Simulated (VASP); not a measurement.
The system is Mg2Be.

```
Mg Be
1.0
     5.29156    0.00000    0.00000
     0.00000    5.29156    0.00000
     0.00000    0.00000    3.40830
Mg Be
4 2
Direct
  0.30600 0.30600 0.00000
  0.19400 0.80600 0.50000
  0.69400 0.69400 0.00000
  0.80600 0.19400 0.50000
  0.00000 0.00000 0.00000
  0.50000 0.50000 0.50000
```

```yaml
Program: VASP 6.6.1
Task: relaxation of cell and atoms
Functional: PBE
Potentials_or_basis: VASP PAW PBE potentials, release 64 (Mg, Be)
Cutoff: 600 eV
k_mesh: 4 × 4 × 6
Occupations: gaussian, width 0.1 eV
Spin: no spin polarisation
```

At the start: pressure 20.5 GPa; volume 15.91 Å³/atom.

How do energy, volume and symmetry change on relaxing?

Over 22 steps the energy falls by 391.5 meV/atom and the volume is 20.58 Å³/atom (+29.4 %); space group P4_2/mnm (No. 136, to 0.1 Å) before and after.

The path:
| step | energy change (eV) | largest force (eV/Å) | pressure (GPa) | volume (Å³) |
| --- | --- | --- | --- | --- |
| 1 | 0.0000 | 0.9454 | 20.47 | 95.43 |
| 2 | -1.8257 | 0.0845 | 1.41 | 126.35 |
| 3 | -1.8453 | 0.0096 | -0.39 | 132.68 |
| 4 | -1.8472 | 0.0250 | -0.02 | 131.25 |
| 5 | -1.8467 | 0.0340 | 0.20 | 130.46 |
| 6 | -1.8645 | 0.0920 | 0.13 | 130.62 |
| 7 | -1.9162 | 0.2376 | 0.05 | 131.03 |
| 8 | -1.9260 | 0.4888 | 0.06 | 131.37 |
| 9 | -1.9347 | 0.4069 | 0.05 | 131.32 |
| 10 | -1.9463 | 0.3909 | -0.04 | 131.52 |
| 11 | -1.9773 | 0.3575 | -0.37 | 132.07 |
| 12 | -2.0522 | 0.3076 | -1.08 | 132.91 |
| 13 | -2.2240 | 0.1177 | -2.41 | 133.54 |
| 14 | -0.7223 | 0.4088 | 1.49 | 130.16 |
| 15 | -2.2489 | 0.0104 | -2.55 | 133.51 |
| 16 | -2.2570 | 0.0487 | -2.60 | 133.48 |
| 17 | -2.2707 | 0.0885 | -2.49 | 132.73 |
| 18 | -2.2766 | 0.1201 | -2.36 | 132.00 |
| 19 | -2.2923 | 0.1095 | -2.12 | 130.96 |
| 20 | -2.3284 | 0.0752 | -1.35 | 127.88 |
| 21 | -2.3466 | 0.0058 | 0.51 | 121.87 |
| 22 | -2.3493 | 0.0184 | -0.04 | 123.49 |

Final structure:
```
Mg Be
1.0
     6.55891    0.00000    0.00000
     0.00000    6.55891    0.00000
     0.00000    0.00000    2.87046
Mg Be
4 2
Direct
  0.27040 0.27040 0.00000
  0.22960 0.77040 0.50000
  0.72960 0.72960 0.00000
  0.77040 0.22960 0.50000
  0.00000 0.00000 0.00000
  0.50000 0.50000 0.50000
```

Caveat: the volume moved by over 15 % at a fixed basis, so the end points are rough.
